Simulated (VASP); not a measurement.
# Ti4C (F-43m) in VASP: a series of runs, part 2 of 2

VASP 6.6.1. Earlier steps stand in the parts before.

**5. Single point, PBE, collinear spin**

This run uses another cell than the first one, of 30.35 Å³/atom.

INCAR reads:

```
PREC = Accurate
ENCUT = 520
EDIFF = 1E-6
ISMEAR = 0
SIGMA = 0.1
LREAL = False
LASPH = True
NELM = 150
ALGO = Normal
ISIF = 2
LWAVE = False
LCHARG = False
ISPIN = 2
MAGMOM = 1 1 1 1 0
LORBIT = 11
LMAXMIX = 4
GGA = PE
NBANDS = 38
```

KPOINTS reads:

```
Automatic mesh
0
Gamma
  4 4 4
```

POSCAR reads:

```
Ti4C
1.0
    0.0000000000      4.2335638668      4.2335638668
    4.2335638668      0.0000000000      4.2335638668
    4.2335638668      4.2335638668      0.0000000000
Ti C
4 1
Direct
    0.3846466415      0.8460600756      0.3846466415
    0.3846466415      0.3846466415      0.3846466415
    0.8460600756      0.3846466415      0.3846466415
    0.3846466415      0.3846466415      0.8460600756
    0.2500000000      0.2500000000      0.2500000000
```

Potentials or basis: VASP PAW PBE potentials, release 64 (Ti_sv, C).

Command:

```bash
> cat potpaw_PBE.64/Ti_sv/POTCAR potpaw_PBE.64/C/POTCAR > POTCAR
> mpirun -np 1 vasp_std > vasp.out
```

OUTCAR:

```text
PREC = Accurate
   ENCUT = 520
   EDIFF = 1E-6
   ISMEAR = 0
   LREAL = False
   LASPH = True
   NELM = 150
   ISIF = 2
   ISPIN = 2
   LORBIT = 11
   GGA = PE

 ion  position               nearest neighbor table
   1  0.385  0.846  0.385-   5 1.97   3 2.76   4 2.76   2 2.76
   2  0.385  0.385  0.385-   5 1.97   3 2.76   4 2.76   1 2.76
   3  0.846  0.385  0.385-   5 1.97   2 2.76   4 2.76   1 2.76
   4  0.385  0.385  0.846-   5 1.97   2 2.76   3 2.76   1 2.76
   5  0.250  0.250  0.250-   1 1.97   3 1.97   4 1.97   2 1.97

  LATTYP: Found a face centered cubic cell.
 ALAT       =     8.4671277336

  Lattice vectors:

 A1 = (   0.0000000000,   4.2335638668,   4.2335638668)
 A2 = (   4.2335638668,   0.0000000000,   4.2335638668)
 A3 = (   4.2335638668,   4.2335638668,   0.0000000000)

Analysis of symmetry for initial positions (statically):
=====================================================================
 Subroutine PRICEL returns:
 Original cell was already a primitive cell.

 Routine SETGRP: Setting up the symmetry group for a
 face centered cubic supercell.

 Subroutine GETGRP returns: Found 24 space group operations
 (whereof 24 operations were pure point group operations)
 out of a pool of 48 trial point group operations.

The static configuration has the point symmetry T_d .

Analysis of symmetry for dynamics (positions and initial velocities):
=====================================================================
 Subroutine PRICEL returns:
 Original cell was already a primitive cell.

 Routine SETGRP: Setting up the symmetry group for a
 face centered cubic supercell.

 Subroutine GETGRP returns: Found 24 space group operations
 (whereof 24 operations were pure point group operations)
 out of a pool of 48 trial point group operations.

The dynamic configuration has the point symmetry T_d .

Analysis of structural, dynamic, and magnetic symmetry:
=====================================================================
 Subroutine PRICEL returns:
 Original cell was already a primitive cell.

 Routine SETGRP: Setting up the symmetry group for a
 face centered cubic supercell.

 Subroutine GETGRP returns: Found 24 space group operations
 (whereof 24 operations were pure point group operations)
 out of a pool of 48 trial point group operations.

The overall configuration has the point symmetry T_d .

 Subroutine INISYM returns: Found 24 space group operations
 (whereof 24 operations are pure point group operations),
 and found     1 'primitive' translations

----------------------------------------------------------------------------------------

                                     Primitive cell

  volume of cell :     151.7569

  direct lattice vectors                    reciprocal lattice vectors
     0.000000000  4.233563867  4.233563867    -0.118103805  0.118103805  0.118103805
     4.233563867  0.000000000  4.233563867     0.118103805 -0.118103805  0.118103805
     4.233563867  4.233563867  0.000000000     0.118103805  0.118103805 -0.118103805

  length of vectors
     5.987163438  5.987163438  5.987163438     0.204561790  0.204561790  0.204561790

[... 68 lines left out ...]
   NELM   =    150;   NELMIN=  2; NELMDL= -5     # of ELM steps
   EDIFF  = 0.1E-05   stopping-criterion for ELM
   LREAL  =      F    real-space projection
   EDIFFG = 0.1E-04   stopping-criterion for IOM
   NSW    =      0    number of steps for IOM
   IBRION =     -1    ionic relax: 0-MD 1-quasi-New 2-CG
   NFREE  =      0    steps in history (QN), initial steepest desc. (CG)
   ISIF   =      2    stress and relaxation
   ISYM   =      2    0-nonsym 1-usesym 2-fastsym
   POTIM  = 0.5000    time-step for ionic-motion
   TEBEG  =    0.0;   TEEND  =   0.0 temperature during run
   PSTRESS=    0.0 pullay stress
   NELECT =      52.0000    total number of electrons
   NUPDOWN=      -1.0000    fix difference up-down
   EMIN   =  10.00;   EMAX   =-10.00  energy-range for DOS
   EFERMI =   0.00;   METHOD = LEGACY
   ISMEAR =     0;   SIGMA  =   0.10  broadening in eV -4-tet -1-fermi 0-gaus
   EFERMI_NEDOS =   21; number of points for ismear=-14 and -15
   IALGO  =     38    algorithm
   IMIX   =      4    mixing-type and parameters
     AMIX     =   0.40;   BMIX     =  1.00
     AMIX_MAG =   1.60;   BMIX_MAG =  1.00
  volume/ion in A,a.u.               =      30.35       204.82
  Fermi-wavevector in a.u.,A,eV,Ry     =   1.145583  2.164838 17.855742  1.312360
  Thomas-Fermi vector in A             =   2.282271
   LORBIT       =     11    0 simple, 1 ext, 2 COOP (PROOUT), +10 PAW based schemes
   GGA     = PE    functional components
   LHFCALC =     F    Hartree Fock is set to
   AEXX    =    0.0000 exact exchange contribution
   IVDW    =     0    specifies the selected vdW correction
   LEPSILON=     F    determine dielectric tensor
   LRPA    =     F    only Hartree local field effects (RPA)
 spin polarized calculation
 Gauss-broadening in eV      SIGMA  =   0.10
  energy-cutoff  :      520.00
  volume of cell :      151.76
 maximum number of plane-waves:      4128
 NGX is ok and might be reduce to    48
   NGX = 23   NGY = 23   NGZ = 23

 number of electron      52.0000004 magnetization       7.9201836

 Free energy of the ion-electron system (eV)
  ---------------------------------------------------
  ext. energy  EPLUGINS =         0.00000000
  ---------------------------------------------------
  free energy    TOTEN  =       -33.16829450 eV

  energy without entropy =      -33.15675317  energy(sigma->0) =      -33.16252383

 E-fermi :   2.3995     XC(G=0):  -7.9286

 val. band max:        2.3933133012   @ k =  -0.2500   0.5000   0.2500
 cond. band min:       2.4074339796   @ k =   0.5000   0.5000   0.0000
 fundamental gap:      0.0141206784
 Fermi energy:         2.3994667558

 spin component 1

 k-point     1 :       0.0000    0.0000    0.0000
  band No.  band energies     occupation
      1     -55.0348      1.00000
      2     -54.9492      1.00000
      3     -54.9492      1.00000
      4     -54.9492      1.00000
      5     -31.4959      1.00000
      6     -31.4602      1.00000
[... 317 lines left out ...]
     37       4.0228      0.00000
     38       4.0856      0.00000
 Fermi energy:         2.3994667558

 spin component 2

 k-point     1 :       0.0000    0.0000    0.0000
  band No.  band energies     occupation
      1     -53.8352      1.00000
      2     -53.7500      1.00000
      3     -53.7500      1.00000
      4     -53.7500      1.00000
      5     -30.5142      1.00000
      6     -30.1952      1.00000
[... 317 lines left out ...]
     37       5.1297      0.00000
     38       5.2067      0.00000

------------------------ aborting loop because EDIFF is reached ----------------------------------------

  FORCE on cell =-STRESS in cart. coord.  units (eV):
  Direction    XX          YY          ZZ          XY          YZ          ZX
  --------------------------------------------------------------------------------------
  -------------------------------------------------------------------------------------
  Total        2.0556567      2.0556567      2.0556567      0.0000000      0.0000000      0.0000000
  in kB       21.7026535     21.7026535     21.7026535      0.0000000      0.0000000      0.0000000
  external PRESSURE =      21.7026535 kB  Pullay stress =       0.0000000 kB

 VOLUME and BASIS-vectors are now :
 -----------------------------------------------------------------------------
  energy-cutoff  :      520.00
  volume of cell :      151.76
      direct lattice vectors                 reciprocal lattice vectors
     0.000000000  4.233563867  4.233563867    -0.118103805  0.118103805  0.118103805
     4.233563867  0.000000000  4.233563867     0.118103805 -0.118103805  0.118103805
     4.233563867  4.233563867  0.000000000     0.118103805  0.118103805 -0.118103805

 POSITION                                       TOTAL-FORCE (eV/Angst)
 -----------------------------------------------------------------------------------
      5.21028      3.25685      5.21028        -0.335748      0.335748     -0.335748
      3.25685      3.25685      3.25685         0.335748      0.335748      0.335748
      3.25685      5.21028      5.21028         0.335748     -0.335748     -0.335748
      5.21028      5.21028      3.25685        -0.335748     -0.335748      0.335748
      2.11678      2.11678      2.11678         0.000000     -0.000000      0.000000
 -----------------------------------------------------------------------------------
    total drift:                               -0.000002     -0.000002     -0.000002

  FREE ENERGIE OF THE ION-ELECTRON SYSTEM (eV)
  ---------------------------------------------------
  free  energy   TOTEN  =       -33.1682945026 eV

  energy  without entropy=      -33.1567531672  energy(sigma->0) =      -33.16252383

 total charge

# of ion       s       p       d       tot
------------------------------------------
    1        2.221   6.103   1.946  10.270
    2        2.221   6.103   1.946  10.270
    3        2.221   6.103   1.946  10.270
    4        2.221   6.103   1.946  10.270
    5        0.936   1.558   0.000   2.495
--------------------------------------------------
tot          9.819  25.971   7.786  43.575

 magnetization (x)

# of ion       s       p       d       tot
------------------------------------------
    1        0.048   0.059   1.205   1.312
    2        0.048   0.059   1.205   1.312
    3        0.048   0.059   1.205   1.312
    4        0.048   0.059   1.205   1.312
    5       -0.004  -0.010   0.000  -0.014
--------------------------------------------------
tot          0.190   0.227   4.818   5.236
```

stdout:

```text
POSCAR found type information on POSCAR TiC
 POSCAR found :  2 types and       5 ions
 scaLAPACK will be used
 LDA part: xc-table for (Slater+PW92), standard interpolation
 POSCAR, INCAR and KPOINTS ok, starting setup
 FFT: planning ... GRIDC
 FFT: planning ... GRID_SOFT
 FFT: planning ... GRID
 WAVECAR not read
 entering main loop
```

Run time: 2.6 min. Hardware: 1 thread of Intel Xeon Platinum 8488C (Sapphire Rapids), shared host; peak memory 0.42 GiB.

What came out:

```yaml
Free_energy: -33.1683 eV
Pressure: 2.2 GPa
Largest_force: 0.582 eV/Å
Net_moment: 7.92 μB per cell
Site_moments: Ti +1.31; C -0.01 μB
Valence_electrons_inside_the_program's_atomic_spheres: Ti 10.27; C 2.50
```

Forces in eV/Å, atoms in the order of the input:
```
Ti  -0.336  0.336 -0.336
Ti   0.336  0.336  0.336
Ti   0.336 -0.336 -0.336
Ti  -0.336 -0.336  0.336
C    0.000  0.000  0.000
```

**6. The runs side by side**

| task | spin | cell | cutoff (eV) | gap on the mesh (eV) | pressure (GPa) | largest force (eV/Å) |
| --- | --- | --- | --- | --- | --- | --- |
| single point | off | a = 4.784 Å, angles 60.0°, 5 atoms | 520 | none | 86.0 | 11.00 |
| single point | off | a = 5.987 Å, angles 60.0°, 5 atoms | 520 | none | 0.1 | 0.08 |
| relaxation of cell and atoms | off | relaxed from a = 4.784 Å, angles 60.0°, 5 atoms | 600 | none | 0.2 | 0.03 |
| single point | collinear | a = 5.987 Å, angles 60.0°, 5 atoms | 520 | none | 2.2 | 0.58 |

Alike in all rows: level PBE; potentials or basis VASP PAW PBE potentials, release 64 (Ti_sv, C); k mesh 4 × 4 × 4; smearing gaussian 0.1 eV.

Caveats: some runs use coarse meshes; atoms lie so close that the PAW spheres overlap strongly, which falsifies energies and pressures (at least some runs); forces of over 1 eV/Å act on the atoms, so gaps and moduli don't describe the material at rest (at least some runs); the volume moved by over 15 % at a fixed basis, so the end points are rough (at least some runs).

Absolute energies hang on the potentials; compare differences alone.
